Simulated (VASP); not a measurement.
# Ti16H (a cell with a defect) in VASP: single point with PBE

Aim: the single point of Ti16H (a cell with a defect) with PBE.

Everything below comes from runs of VASP 6.6.1. Logs are shortened: lines on timing, memory, paths and dates and some standing lists are left out, and cuts for length are marked.

## 1. The cell of the first run

The cell holds a defect, 17 atoms: a = 5.879 Å, b = 5.879 Å, c = 9.297 Å, α = 90.00°, β = 90.00°, γ = 120.00°.

## 2. Single point, PBE

Contents of INCAR:

```
SYSTEM = Ti16H
PREC = Accurate
ENCUT = 520
EDIFF = 1E-6
ISMEAR = 1
SIGMA = 0.1
LREAL = Auto
LASPH = .TRUE.
NELM = 80
ALGO = Normal
ISIF = 2
LWAVE = .FALSE.
LCHARG = .TRUE.
GGA = PE
LELF = .TRUE.
LVHAR = .TRUE.
NBANDS = 110
```

Contents of KPOINTS:

```
Automatic mesh
0
G
  4 4 2
  0 0 0
```

Contents of POSCAR:

```
Ti16H
1.0
    5.8787149800      0.0000000600      0.0000000000
   -2.9393575400      5.0911164800      0.0000000000
    0.0000000000      0.0000000000      9.2970418600
Ti H
16 1
Direct
    0.1548660589      0.3268338089      0.1218006778
    0.3303211268      0.1556522981      0.3770445538
    0.1659008023      0.3305809240      0.6254706699
    0.3349493604      0.1666999730      0.8746349777
    0.1674865189      0.8322602727      0.1228501514
    0.3316254110      0.6676415661      0.3759075255
    0.1679876914      0.8314203783      0.6285681067
    0.3355065322      0.6639836258      0.8741289028
    0.6712975120      0.3287925087      0.1231955301
    0.8347674029      0.1644293454      0.3750163818
    0.6683278714      0.3310305247      0.6259769599
    0.8336464771      0.1660441189      0.8715814258
    0.6735421088      0.8457610382      0.1215408102
    0.8433627141      0.6687900312      0.3768671856
    0.6688567561      0.8335737311      0.6253751556
    0.8326877609      0.6644540472      0.8745557052
    0.5023666697      0.4962184581      0.3122610443
```

Potentials or basis: VASP PAW PBE potentials, release 64 (Ti_sv, H).

Run with:

```sh
cat potpaw_PBE.64/Ti_sv/POTCAR potpaw_PBE.64/H/POTCAR > POTCAR
mpirun -np 1 vasp_std > vasp.out
```

OUTCAR:

```text
SYSTEM = Ti16H
   PREC = Accurate
   ENCUT = 520
   EDIFF = 1E-6
   ISMEAR = 1
   LREAL = Auto
   LASPH = .TRUE.
   NELM = 80
   ISIF = 2
   GGA = PE

 ion  position               nearest neighbor table
   1  0.155  0.327  0.122-  13 2.83  12 2.84   9 2.85  10 2.86   8 2.87   4 2.88
   2  0.330  0.156  0.377-  17 1.84   7 2.86  14 2.86   6 2.87   5 2.88  11 2.88   3 2.88
   3  0.166  0.331  0.625-  12 2.85   8 2.87   4 2.87  10 2.87   2 2.88   6 2.89
   4  0.335  0.167  0.875-   7 2.85   5 2.87  11 2.87   3 2.87   9 2.88   1 2.88
   5  0.167  0.832  0.123-   4 2.87  16 2.87   8 2.88   2 2.88  14 2.88   6 2.89
   6  0.332  0.668  0.376-  17 1.84   2 2.87  14 2.87   7 2.88  15 2.89   3 2.89   5 2.89
   7  0.168  0.831  0.629-   8 2.85  16 2.85   4 2.85   2 2.86  14 2.86   6 2.88
   8  0.336  0.664  0.874-   7 2.85   3 2.87  15 2.87   1 2.87  13 2.87   5 2.88
   9  0.671  0.329  0.123-  13 2.85   1 2.85  12 2.87  16 2.87  10 2.88   4 2.88
  10  0.835  0.164  0.375-  13 2.86   1 2.86  15 2.87   3 2.87   9 2.88  11 2.88
  11  0.668  0.331  0.626-  12 2.84  16 2.87   4 2.87  10 2.88   2 2.88  14 2.88
  12  0.834  0.166  0.872-  11 2.84  13 2.84   1 2.84   3 2.85  15 2.85   9 2.87
  13  0.674  0.846  0.122-   1 2.83  12 2.84   9 2.85  10 2.86   8 2.87  16 2.88
  14  0.843  0.669  0.377-  17 1.84   2 2.86   7 2.86   6 2.87   5 2.88  11 2.88  15 2.88
  15  0.669  0.834  0.625-  12 2.85   8 2.87  16 2.87  10 2.87  14 2.88   6 2.89
  16  0.833  0.664  0.875-   7 2.85  11 2.87   5 2.87  15 2.87   9 2.87  13 2.88
  17  0.502  0.496  0.312-   2 1.84  14 1.84   6 1.84

  LATTYP: Found a hexagonal cell.
 ALAT       =     5.8787149800
 C/A-ratio  =     1.5814751849

  Lattice vectors:

 A1 = (   5.8787149800,   0.0000000600,   0.0000000000)
 A2 = (  -2.9393575400,   5.0911164800,   0.0000000000)
 A3 = (   0.0000000000,   0.0000000000,   9.2970418600)

Analysis of symmetry for initial positions (statically):
=====================================================================
 Subroutine PRICEL returns:
 Original cell was already a primitive cell.

 Routine SETGRP: Setting up the symmetry group for a
 hexagonal supercell.

 Subroutine GETGRP returns: Found  1 space group operations
 (whereof  1 operations were pure point group operations)
 out of a pool of 24 trial point group operations.

The static configuration has the point symmetry C_1 .

Analysis of symmetry for dynamics (positions and initial velocities):
=====================================================================
 Subroutine PRICEL returns:
 Original cell was already a primitive cell.

 Routine SETGRP: Setting up the symmetry group for a
 hexagonal supercell.

 Subroutine GETGRP returns: Found  1 space group operations
 (whereof  1 operations were pure point group operations)
 out of a pool of 24 trial point group operations.

The dynamic configuration has the point symmetry C_1 .

 Subroutine INISYM returns: Found  1 space group operations
 (whereof  1 operations are pure point group operations),
 and found     1 'primitive' translations

----------------------------------------------------------------------------------------

                                     Primitive cell

  volume of cell :     278.2532

  direct lattice vectors                    reciprocal lattice vectors
     5.878714980  0.000000060  0.000000000     0.170105201  0.098210286  0.000000000
    -2.939357540  5.091116480  0.000000000    -0.000000002  0.196420569  0.000000000
     0.000000000  0.000000000  9.297041860     0.000000000  0.000000000  0.107561095

  length of vectors
     5.878714980  5.878714975  9.297041860     0.196420569  0.196420569  0.107561095

  position of ions in fractional coordinates (direct lattice)
     0.154866059  0.326833809  0.121800678
     0.330321127  0.155652298  0.377044554
     0.165900802  0.330580924  0.625470670
     0.334949360  0.166699973  0.874634978
     0.167486519  0.832260273  0.122850151
     0.331625411  0.667641566  0.375907525
[... 9 lines left out ...]
     0.832687761  0.664454047  0.874555705
     0.502366670  0.496218458  0.312261044

  ion indices of the primitive-cell ions
   primitive index   ion index
                 1           1
                 2           2
                 3           3
                 4           4
                 5           5
                 6           6
[... 9 lines left out ...]
                16          16
                17          17

----------------------------------------------------------------------------------------

 KPOINTS: Automatic mesh

Automatic generation of k-mesh.
 Grid dimensions read from file:
 generate k-points for:    4    4    2

 Generating k-lattice:

  Cartesian coordinates                     Fractional coordinates (reciprocal lattice)
     0.042526300  0.024552571  0.000000000     0.250000000  0.000000000  0.000000000
    -0.000000001  0.049105142  0.000000000     0.000000000  0.250000000  0.000000000
     0.000000000  0.000000000  0.053780547     0.000000000  0.000000000  0.500000000

  Length of vectors
     0.049105142  0.049105142  0.053780547

  Shift w.r.t. Gamma in fractional coordinates (k-lattice)
     0.000000000  0.000000000  0.000000000

 Subroutine IBZKPT returns following result:
 ===========================================

 Found     20 irreducible k-points:

 Following reciprocal coordinates:
            Coordinates               Weight
  0.000000  0.000000  0.000000      1.000000
  0.250000  0.000000  0.000000      2.000000
 -0.000000  0.250000  0.000000      2.000000
 -0.250000  0.250000  0.000000      2.000000
  0.500000  0.000000  0.000000      1.000000
 -0.000000  0.500000  0.000000      1.000000
[... 12 lines left out ...]
 -0.250000  0.500000  0.500000      2.000000
  0.500000  0.250000  0.500000      2.000000
   k-points           NKPTS =     20   k-points in BZ     NKDIM =     20   number of bands    NBANDS=    110
   number of dos      NEDOS =    301   number of ions     NIONS =     17
   total plane-waves  NPLWV = 161280
   dimension x,y,z NGX =    48 NGY =   48 NGZ =   70
   dimension x,y,z NGXF=    96 NGYF=   96 NGZF=  140
   ions per type =              16   1
   NGX,Y,Z   is equivalent  to a cutoff of  13.57, 13.57, 12.52 a.u.
   NGXF,Y,Z  is equivalent  to a cutoff of  27.15, 27.15, 25.03 a.u.
 SYSTEM =  Ti16H
   PREC   = accura    normal or accurate (medium, high low for compatibility)
   ISTART =      0    job   : 0-new  1-cont  2-samecut
   ICHARG =      2    charge: 1-file 2-atom 10-const
   ISPIN  =      1    spin polarized calculation?
   LNONCOLLINEAR =      F non collinear calculations
   LSORBIT =      F    spin-orbit coupling
   LASPH  =      T    aspherical Exc in radial PAW
   ENCUT  =  520.0 eV  38.22 Ry    6.18 a.u.  10.93 10.93 17.29*2*pi/ulx,y,z
   NELM   =     80;   NELMIN=  2; NELMDL= -5     # of ELM steps
   EDIFF  = 0.1E-05   stopping-criterion for ELM
   LREAL  =      T    real-space projection
   EDIFFG = 0.1E-04   stopping-criterion for IOM
   NSW    =      0    number of steps for IOM
   IBRION =     -1    ionic relax: 0-MD 1-quasi-New 2-CG
   NFREE  =      0    steps in history (QN), initial steepest desc. (CG)
   ISIF   =      2    stress and relaxation
   ISYM   =      2    0-nonsym 1-usesym 2-fastsym
   POTIM  = 0.5000    time-step for ionic-motion
   TEBEG  =    0.0;   TEEND  =   0.0 temperature during run
   PSTRESS=    0.0 pullay stress
   NELECT =     193.0000    total number of electrons
   NUPDOWN=      -1.0000    fix difference up-down
   EMIN   =  10.00;   EMAX   =-10.00  energy-range for DOS
   EFERMI =   0.00;   METHOD = LEGACY
   ISMEAR =     1;   SIGMA  =   0.10  broadening in eV -4-tet -1-fermi 0-gaus
   EFERMI_NEDOS =   21; number of points for ismear=-14 and -15
   IALGO  =     38    algorithm
   IMIX   =      4    mixing-type and parameters
     AMIX     =   0.40;   BMIX     =  1.00
     AMIX_MAG =   1.60;   BMIX_MAG =  1.00
  volume/ion in A,a.u.               =      16.37       110.46
  Fermi-wavevector in a.u.,A,eV,Ry     =   1.449152  2.738500 28.572789  2.100041
  Thomas-Fermi vector in A             =   2.566911
   LORBIT       =      0    0 simple, 1 ext, 2 COOP (PROOUT), +10 PAW based schemes
   GGA     = PE    functional components
   LHFCALC =     F    Hartree Fock is set to
   AEXX    =    0.0000 exact exchange contribution
   IVDW    =     0    specifies the selected vdW correction
   LEPSILON=     F    determine dielectric tensor
   LRPA    =     F    only Hartree local field effects (RPA)
 non-spin polarized calculation
 Methfessel and Paxton  Order N= 1 SIGMA  =   0.10
  energy-cutoff  :      520.00
  volume of cell :      278.25
 maximum number of plane-waves:      7520
 NGX is ok and might be reduce to    48
   NGX = 21   NGY = 21   NGZ = 35

 number of electron     193.0000002 magnetization

 Free energy of the ion-electron system (eV)
  ---------------------------------------------------
  ext. energy  EPLUGINS =         0.00000000
  ---------------------------------------------------
  free energy    TOTEN  =      -128.89934158 eV

  energy without entropy =     -128.89746807  energy(sigma->0) =     -128.89871707

 E-fermi :   8.3898     XC(G=0): -11.5289

 val. band max:        8.3858242225   @ k =   0.2500   0.2500   0.5000
 cond. band min:       8.3924280955   @ k =   0.0000   0.0000   0.0000
 fundamental gap:      0.0066038730
 Fermi energy:         8.3897705806

 k-point     1 :       0.0000    0.0000    0.0000
  band No.  band energies     occupation
      1     -48.4806      2.00000
      2     -48.4234      2.00000
      3     -48.3911      2.00000
      4     -48.3825      2.00000
      5     -48.3722      2.00000
      6     -48.3535      2.00000
[... 100 lines left out ...]
    107       9.1259     -0.00000
    108       9.1995     -0.00000

 k-point     2 :       0.2500    0.0000    0.0000
  band No.  band energies     occupation
      1     -48.4667      2.00000
      2     -48.4146      2.00000
      3     -48.3917      2.00000
      4     -48.3808      2.00000
      5     -48.3770      2.00000
      6     -48.3626      2.00000
[... 1990 lines left out ...]
 k-point    20 :       0.5000    0.2500    0.5000
  band No.  band energies     occupation
      1     -48.4377      2.00000
      2     -48.4141      2.00000
      3     -48.4033      2.00000
      4     -48.3888      2.00000
      5     -48.3805      2.00000
      6     -48.3687      2.00000
[... 100 lines left out ...]
    107       9.0496     -0.00000
    108       9.0920     -0.00000
 [bands above 108 left out]

------------------------ aborting loop because EDIFF is reached ----------------------------------------

  FORCE on cell =-STRESS in cart. coord.  units (eV):
  Direction    XX          YY          ZZ          XY          YZ          ZX
  --------------------------------------------------------------------------------------
  -------------------------------------------------------------------------------------
  Total        1.3049440      1.7548293      1.5300362      0.2759007     -0.1564617      0.1970148
  in kB        7.5138448     10.1042766      8.8099221      1.5886313     -0.9009036      1.1344080
  external PRESSURE =       8.8093478 kB  Pullay stress =       0.0000000 kB

 VOLUME and BASIS-vectors are now :
 -----------------------------------------------------------------------------
  energy-cutoff  :      520.00
  volume of cell :      278.25
      direct lattice vectors                 reciprocal lattice vectors
     5.878714980  0.000000060  0.000000000     0.170105201  0.098210286  0.000000000
    -2.939357540  5.091116480  0.000000000    -0.000000002  0.196420569  0.000000000
     0.000000000  0.000000000  9.297041860     0.000000000  0.000000000  0.107561095

 POSITION                                       TOTAL-FORCE (eV/Angst)
 -----------------------------------------------------------------------------------
     -0.05027      1.66395      1.13239        -0.028623     -0.011299      0.068302
      1.48435      0.79244      3.50540         0.000655     -0.008797      0.084897
      0.00359      1.68303      5.81503         0.037296      0.017753      0.014521
      1.47908      0.84869      8.13152        -0.003724      0.003546      0.050914
     -1.46171      4.23713      1.14214        -0.004210      0.006430      0.074100
     -0.01291      3.39904      3.49483        -0.022436      0.019985      0.099961
[... 9 lines left out ...]
      2.94207      3.38281      8.13078        -0.006523      0.002761      0.052978
      1.49471      2.52631      2.90310         0.030724     -0.019112     -0.880220
 -----------------------------------------------------------------------------------
    total drift:                               -0.049736      0.022467      0.004975

  FREE ENERGIE OF THE ION-ELECTRON SYSTEM (eV)
  ---------------------------------------------------
  free  energy   TOTEN  =      -128.8993415798 eV

  energy  without entropy=     -128.8974680651  energy(sigma->0) =     -128.89871707
```

Wall time 37 min (1 thread of Intel Xeon 8259CL, shared host); peak memory 0.65 GiB.

What came out:

* Free energy: -128.8993 eV
* Pressure: 0.9 GPa
* Largest force: 0.881 eV/Å
* Band gap on the k mesh: zero (an odd number of electrons rules out a gap without spin polarisation)

Forces in eV/Å, atoms in the order of the input:
```
Ti  -0.029 -0.011  0.068
Ti   0.001 -0.009  0.085
Ti   0.037  0.018  0.015
Ti  -0.004  0.004  0.051
Ti  -0.004  0.006  0.074
Ti  -0.022  0.020  0.100
Ti  -0.002 -0.003  0.067
Ti  -0.011  0.002  0.051
Ti   0.044 -0.023  0.071
Ti  -0.009  0.010  0.055
Ti  -0.031  0.017  0.015
Ti   0.005 -0.002  0.007
Ti  -0.003  0.027  0.066
Ti   0.005  0.004  0.088
Ti   0.000 -0.043  0.014
Ti  -0.007  0.003  0.053
H    0.031 -0.019 -0.880
```
